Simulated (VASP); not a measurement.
# AlAs (l.bA) (F-43m) in VASP: a series of runs

The runs below take AlAs (l.bA) through single point, with LDA.

All numbers are computed with VASP 6.6.1; they aren't measurements. Logs are shortened: lines on timing, memory, paths and dates and some standing lists are left out, and cuts for length are marked.

### 1 The cell of the first run

Symmetry: F-43m, No. 216, cubic system. Conventional cell: a = 5.629 Å, b = 5.629 Å, c = 5.629 Å, α = 90.00°, β = 90.00°, γ = 90.00°. Within 3.2 Å of Al (site symmetry -43m) lie 4 As at 2.44 Å. As (site symmetry -43m) has 4 Al at 2.44 Å within 3.2 Å.

### 2 Single point, LDA

The input, INCAR:

```
SYSTEM = AlAs
PREC = Accurate ; ENCUT = 500
EDIFF = 1E-6 ; ISMEAR = 0
SIGMA = 0.02 ; LREAL = .False.
LASPH = .True. ; NELM = 120
ALGO = Normal ; ISIF = 2
LWAVE = .False. ; LCHARG = .False.
GGA = CA ; NBANDS = 11
GGA_COMPAT = .False.
```

The input, KPOINTS:

```
regular mesh
0
Gamma
  8 8 8
  0 0 0
```

The input, POSCAR:

```
AlAs
1.0
    0.0000000000      2.8143769281      2.8143769281
    2.8143769281      0.0000000000      2.8143769281
    2.8143769281      2.8143769281      0.0000000000
Al As
1 1
Direct
    0.0000000000      0.0000000000      0.0000000000
    0.2500000000      0.2500000000      0.2500000000
```

Potentials or basis: VASP PAW LDA potentials, release 64 (Al, As).

Run with:

```bash
$ cat potpaw_LDA.64/Al/POTCAR potpaw_LDA.64/As/POTCAR > POTCAR
$ mpirun -np 1 vasp_std > vasp.out
```

OUTCAR:

```text
SYSTEM = AlAs
   PREC = Accurate
   ENCUT = 500
   EDIFF = 1E-6
   ISMEAR = 0
   LREAL = .False.
   LASPH = .True.
   NELM = 120
   ISIF = 2
   GGA = CA

 ion  position               nearest neighbor table
   1  0.000  0.000  0.000-   2 2.44   2 2.44   2 2.44   2 2.44
   2  0.250  0.250  0.250-   1 2.44   1 2.44   1 2.44   1 2.44

  LATTYP: Found a face centered cubic cell.
 ALAT       =     5.6287538562

  Lattice vectors:

 A1 = (   0.0000000000,   2.8143769281,   2.8143769281)
 A2 = (   2.8143769281,   0.0000000000,   2.8143769281)
 A3 = (   2.8143769281,   2.8143769281,   0.0000000000)

Analysis of symmetry for initial positions (statically):
=====================================================================
 Subroutine PRICEL returns:
 Original cell was already a primitive cell.

 Routine SETGRP: Setting up the symmetry group for a
 face centered cubic supercell.

 Subroutine GETGRP returns: Found 24 space group operations
 (whereof 24 operations were pure point group operations)
 out of a pool of 48 trial point group operations.

The static configuration has the point symmetry T_d .

Analysis of symmetry for dynamics (positions and initial velocities):
=====================================================================
 Subroutine PRICEL returns:
 Original cell was already a primitive cell.

 Routine SETGRP: Setting up the symmetry group for a
 face centered cubic supercell.

 Subroutine GETGRP returns: Found 24 space group operations
 (whereof 24 operations were pure point group operations)
 out of a pool of 48 trial point group operations.

The dynamic configuration has the point symmetry T_d .

 Subroutine INISYM returns: Found 24 space group operations
 (whereof 24 operations are pure point group operations),
 and found     1 'primitive' translations

----------------------------------------------------------------------------------------

                                     Primitive cell

  volume of cell :      44.5838

  direct lattice vectors                    reciprocal lattice vectors
     0.000000000  2.814376928  2.814376928    -0.177659217  0.177659217  0.177659217
     2.814376928  0.000000000  2.814376928     0.177659217 -0.177659217  0.177659217
     2.814376928  2.814376928  0.000000000     0.177659217  0.177659217 -0.177659217

  length of vectors
     3.980130021  3.980130021  3.980130021     0.307714789  0.307714789  0.307714789

  position of ions in fractional coordinates (direct lattice)
     0.000000000  0.000000000  0.000000000
     0.250000000  0.250000000  0.250000000

  ion indices of the primitive-cell ions
   primitive index   ion index
                 1           1
[... 79 lines left out ...]
   ISIF   =      2    stress and relaxation
   ISYM   =      2    0-nonsym 1-usesym 2-fastsym
   POTIM  = 0.5000    time-step for ionic-motion
   TEBEG  =    0.0;   TEEND  =   0.0 temperature during run
   PSTRESS=    0.0 pullay stress
   NELECT =       8.0000    total number of electrons
   NUPDOWN=      -1.0000    fix difference up-down
   EMIN   =  10.00;   EMAX   =-10.00  energy-range for DOS
   EFERMI =   0.00;   METHOD = LEGACY
   ISMEAR =     0;   SIGMA  =   0.02  broadening in eV -4-tet -1-fermi 0-gaus
   EFERMI_NEDOS =   21; number of points for ismear=-14 and -15
   IALGO  =     38    algorithm
   IMIX   =      4    mixing-type and parameters
     AMIX     =   0.40;   BMIX     =  1.00
     AMIX_MAG =   1.60;   BMIX_MAG =  1.00
  volume/ion in A,a.u.               =      22.29       150.43
  Fermi-wavevector in a.u.,A,eV,Ry     =   0.923377  1.744930 11.600678  0.852626
  Thomas-Fermi vector in A             =   2.049007
   LORBIT       =      0    0 simple, 1 ext, 2 COOP (PROOUT), +10 PAW based schemes
   GGA     = CA    functional components
   LHFCALC =     F    Hartree Fock is set to
   AEXX    =    0.0000 exact exchange contribution
   IVDW    =     0    specifies the selected vdW correction
   LEPSILON=     F    determine dielectric tensor
   LRPA    =     F    only Hartree local field effects (RPA)
 non-spin polarized calculation
 Gauss-broadening in eV      SIGMA  =   0.02
  energy-cutoff  :      500.00
  volume of cell :       44.58
 maximum number of plane-waves:      1158
 NGX is ok and might be reduce to    30
   NGX = 15   NGY = 15   NGZ = 15

 number of electron       8.0000001 magnetization

 Free energy of the ion-electron system (eV)
  ---------------------------------------------------
  ext. energy  EPLUGINS =         0.00000000
  ---------------------------------------------------
  free energy    TOTEN  =       -10.51392501 eV

  energy without entropy =      -10.51392501  energy(sigma->0) =      -10.51392501

 E-fermi :   4.0181     XC(G=0):  -9.3435

 val. band max:        3.9298435759   @ k =   0.0000   0.0000   0.0000
 cond. band min:       5.2394488698   @ k =   0.5000   0.5000   0.0000
 fundamental gap:      1.3096052939
 Fermi energy:         4.0180777185

 k-point     1 :       0.0000    0.0000    0.0000
  band No.  band energies     occupation
      1      -8.0603      2.00000
      2       3.9298      2.00000
      3       3.9298      2.00000
      4       3.9298      2.00000
      5       5.9483      0.00000
      6       8.2045      0.00000
      7       8.2045      0.00000
      8       8.2045      0.00000
      9      12.6521      0.00000
     10      12.9970      0.00000
     11      12.9970      0.00000
[... 309 lines left out ...]
 k-point    24 :      -0.3750    0.2500    0.1250
  band No.  band energies     occupation
      1      -6.3371      2.00000
      2      -1.4158      2.00000
      3       1.1747      2.00000
      4       2.3524      2.00000
      5       7.5570      0.00000
      6       8.1090      0.00000
      7      10.6143      0.00000
      8      11.5573      0.00000
      9      12.2665      0.00000
     10      14.9229      0.00000
     11      16.2012      0.00000

 [... further k-points ...]
[... 5 lines left out ...]
  --------------------------------------------------------------------------------------
  -------------------------------------------------------------------------------------
  Total        0.1018869      0.1018869      0.1018869      0.0000000      0.0000000     -0.0000000
  in kB        3.6614416      3.6614416      3.6614416      0.0000000      0.0000000     -0.0000000
  external PRESSURE =       3.6614416 kB  Pullay stress =       0.0000000 kB

 VOLUME and BASIS-vectors are now :
 -----------------------------------------------------------------------------
  energy-cutoff  :      500.00
  volume of cell :       44.58
      direct lattice vectors                 reciprocal lattice vectors
     0.000000000  2.814376928  2.814376928    -0.177659217  0.177659217  0.177659217
     2.814376928  0.000000000  2.814376928     0.177659217 -0.177659217  0.177659217
     2.814376928  2.814376928  0.000000000     0.177659217  0.177659217 -0.177659217

 POSITION                                       TOTAL-FORCE (eV/Angst)
 -----------------------------------------------------------------------------------
      0.00000      0.00000      0.00000        -0.000000     -0.000000     -0.000000
      1.40719      1.40719      1.40719         0.000000      0.000000      0.000000
 -----------------------------------------------------------------------------------
    total drift:                                0.000000      0.000000      0.000000

  FREE ENERGIE OF THE ION-ELECTRON SYSTEM (eV)
  ---------------------------------------------------
  free  energy   TOTEN  =       -10.5139250082 eV

  energy  without entropy=      -10.5139250082  energy(sigma->0) =      -10.51392501
```

OSZICAR:

```text
N       E                     dE             d eps       ncg     rms          rms(c)
DAV:   1     0.132437652880E+02    0.13244E+02   -0.30789E+03   638   0.544E+02
DAV:   2    -0.980146868613E+01   -0.23045E+02   -0.21482E+02   851   0.879E+01
DAV:   3    -0.108273406697E+02   -0.10259E+01   -0.10238E+01   807   0.184E+01
DAV:   4    -0.108359462982E+02   -0.86056E-02   -0.86041E-02   749   0.204E+00
DAV:   5    -0.108360599583E+02   -0.11366E-03   -0.11366E-03   812   0.221E-01    0.342E+00
DAV:   6    -0.105758280193E+02    0.26023E+00   -0.40926E-01   692   0.230E+00    0.193E+00
DAV:   7    -0.105174736174E+02    0.58354E-01   -0.18995E-01   744   0.166E+00    0.662E-01
DAV:   8    -0.105139548352E+02    0.35188E-02   -0.13337E-02   719   0.535E-01    0.906E-02
DAV:   9    -0.105139138359E+02    0.40999E-04   -0.76299E-04   739   0.139E-01    0.388E-02
DAV:  10    -0.105139229054E+02   -0.90694E-05   -0.30037E-05   713   0.287E-02    0.143E-02
DAV:  11    -0.105139255401E+02   -0.26347E-05   -0.66695E-06   746   0.121E-02    0.756E-03
DAV:  12    -0.105139250082E+02    0.53192E-06   -0.18873E-06   428   0.538E-03
   1 F= -.10513925E+02 E0= -.10513925E+02  d E =-.233096E-12
```

It took 13 s on 1 thread of Intel Xeon Platinum 8259CL at 2.50GHz (Skylake/Cascade Lake), shared host; peak memory 0.15 GiB.

Results:

- Free energy: -10.5139 eV
- Pressure: 0.4 GPa
- Band gap on the k mesh: 1.31 eV, indirect (least direct gap 2.02 eV)

Levels at points of the mesh, in eV from the valence-band top:
```csv
k point,band 1,band 2,band 3,band 4,band 5,band 6,band 7,band 8,band 9
"(0.00, 0.00, 0.00)",-11.99,0.00,0.00,0.00,2.02,4.27,4.27,4.27,8.72
"(0.50, 0.00, 0.00)",-10.54,-5.67,-0.84,-0.84,2.09,4.65,4.65,7.62,11.12
"(0.50, 0.50, 0.00)",-9.97,-5.51,-2.22,-2.22,1.31,2.20,10.33,10.33,11.76
```

A k mesh can miss the band edges. LDA gaps usually lie below the measured ones, often by a third to a half.

### 3 Single point, LDA

The input, INCAR:

```
SYSTEM = AlAs
ALGO = Normal
EDIFF = 1E-6
ENCUT = 500
GGA_COMPAT = .FALSE.
ISIF = 2
ISMEAR = 0
LASPH = .TRUE.
LCHARG = .TRUE.
LELF = .TRUE.
LREAL = .FALSE.
LVHAR = .TRUE.
LWAVE = .FALSE.
NBANDS = 11
NELM = 120
PREC = Accurate
SIGMA = 0.02
```

The input, KPOINTS:

```
k-points
0
G
  8 8 8
  0 0 0
```

POSCAR is that of step 2.

Potentials or basis: VASP PAW LDA potentials, release 64 (Al, As).

Run with:

```bash
$ cat potpaw_LDA.64/Al/POTCAR potpaw_LDA.64/As/POTCAR > POTCAR
$ mpirun -np 1 vasp_std > vasp.out
```

It took 14 s on 1 thread of Intel Xeon Platinum 8259CL at 2.50GHz (Skylake/Cascade Lake), shared host; peak memory 0.15 GiB.

Results (log left out):

* Free energy: -10.5139 eV
* Pressure: 0.4 GPa
* Band gap on the k mesh: 1.31 eV, indirect (least direct gap 2.02 eV)

Levels at points of the mesh, in eV from the valence-band top:
| k point | band 1 | band 2 | band 3 | band 4 | band 5 | band 6 | band 7 | band 8 |
| --- | --- | --- | --- | --- | --- | --- | --- | --- |
| (0.00, 0.00, 0.00) | -11.99 | 0.00 | 0.00 | 0.00 | 2.02 | 4.27 | 4.27 | 4.27 |
| (0.50, 0.00, 0.00) | -10.54 | -5.67 | -0.84 | -0.84 | 2.09 | 4.65 | 4.65 | 7.62 |
| (0.50, 0.50, 0.00) | -9.97 | -5.51 | -2.22 | -2.22 | 1.31 | 2.20 | 10.33 | 10.33 |

A k mesh can miss the band edges. As with any semilocal functional, this LDA gap is likely too small.
